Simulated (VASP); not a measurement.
A run of VASP 6.6.1:

Contents of INCAR:

```
PREC = Accurate
ENCUT = 520
EDIFF = 1E-6
ISMEAR = -1
SIGMA = 0.05
LREAL = Auto
LASPH = True
NELM = 120
ALGO = Normal
ISIF = 2
LWAVE = False
LCHARG = True
GGA = PE
LELF = True
LVHAR = True
NBANDS = 70
GGA_COMPAT = False
```

KPOINTS

```
regular mesh
0
Gamma
  1 1 1
```

POSCAR

```
H2CO
1.0
    8.5925300000      0.0000000000      0.0000000000
    0.0000000000      8.5925300000      0.0000000000
    0.0000000000      0.0000000000      8.5925300000
O C H
8 8 16
Direct
    0.3048112721      0.4504610400      0.8613411882
    0.9807239544      0.9795834289      0.1044628299
    0.9659320363      0.4444325478      0.2288266669
    0.6737130973      0.3644561032      0.7280509931
    0.5510833247      0.0841195783      0.2371944003
    0.5646881652      0.6101695310      0.2532432241
    0.1639214527     -0.0041664097      0.6241933400
    0.7433782600      0.8855482611      0.6980481884
    0.3133419377      0.4981419908      0.7263518428
    0.9590888830      0.8400668953      0.0985623559
    0.9936072379      0.3040780771      0.2179334841
    0.6874110419      0.2873076963      0.6115660929
    0.5603588233      0.0939653397      0.0958274222
    0.5727067581      0.5461022539      0.1260979013
    0.0937093033      0.0475063805      0.7385950355
    0.6778096789      0.8213529659      0.5899892116
    0.3357218421      0.6198407221      0.7012951948
    0.2911249655      0.4222970417      0.6262299928
    1.0302437117      0.7606956275      0.0228454250
    0.8614924824      0.7786879999      0.1580093407
    1.0080383775      0.2473194740      0.1050680067
    0.9874972796      0.2172002891      0.3167518763
    0.6540564886      0.3358614983      0.4934285944
    0.7276320246      0.1654343948      0.6203178808
    0.6783217516      0.0808376578      0.0325980823
    0.4597714526      0.1406570591      0.0257083769
    0.5965763285      0.5955056311      0.0100668837
    0.5428086955      0.4169319164      0.1211633826
   -0.0282338264      0.0765083159      0.7431338616
    0.1605115141      0.0601569037      0.8551381258
    0.7170414302      0.8380767946      0.4654624424
    0.5847171904      0.7347195762      0.6077022716
```

Potentials or basis: VASP PAW PBE potentials, release 64 (O, C, H).

Command:

```console
$ cat potpaw_PBE.64/O/POTCAR potpaw_PBE.64/C/POTCAR potpaw_PBE.64/H/POTCAR > POTCAR
$ mpirun -np 1 vasp_gam > vasp.out
```

Hardware: 1 thread of Intel(R) Xeon(R) 6975P-C (Granite Rapids), on a shared host.

Q: How long does it take, and how much memory?

A: Wall time 47 s on 1 thread of Intel(R) Xeon(R) 6975P-C (Granite Rapids) (shared host), peak memory 0.54 GiB. Counts: scf iterations 18, k points 1.
